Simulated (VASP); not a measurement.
Here is a VASP 6.6.1 calculation.

Contents of POSCAR:

```
Ni
1.0
   -1.3826373139      1.3826373139      1.3826373139
    1.3826373139     -1.3826373139      1.3826373139
    1.3826373139      1.3826373139     -1.3826373139
Ni
1
Direct
    0.0000000000      0.0000000000      0.0000000000
```

INCAR.step1

```
SYSTEM = Ni
ALGO = Normal
EDIFF = 1E-4
ENCUT = 520
GGA = PE
ISMEAR = 0
LASPH = .True.
LCHARG = .False.
LREAL = .False.
LWAVE = .True.
NBANDS = 11
NELM = 80
PREC = Accurate
SIGMA = 0.05
```

The input INCAR.step2:

```
SYSTEM = Ni
ALGO = Normal
EDIFF = 1E-7
ENCUT = 520
ISIF = 2
ISMEAR = 0
ISTART = 1
LASPH = .True.
LCHARG = .False.
LMIXTAU = .True.
LREAL = .False.
LWAVE = .False.
METAGGA = R2SCAN
NBANDS = 11
NELM = 80
PREC = Accurate
SIGMA = 0.05
```

KPOINTS

```
k-points
0
Gamma
  20 20 20
  0 0 0
```

Potentials or basis: VASP PAW PBE potentials, release 64 (Ni).

Launch:

```console
$ cat potpaw_PBE.64/Ni/POTCAR > POTCAR
$ cp INCAR.step1 INCAR
$ mpirun -np 1 vasp_std > vasp.out
$ cp INCAR.step2 INCAR
$ mpirun -np 1 vasp_std > vasp.out
```

(1) Predict the pressure.

(2) Predict the band gap on the k mesh.

## Answers

(1) -2.4 GPa.

(2) zero (bands 5 and 6 overlap by 1.17 eV).

Caveat: the PAW data sets were made with another functional, which shifts forces and pressure a little; the run has no spin polarisation, though such a crystal can be magnetic.
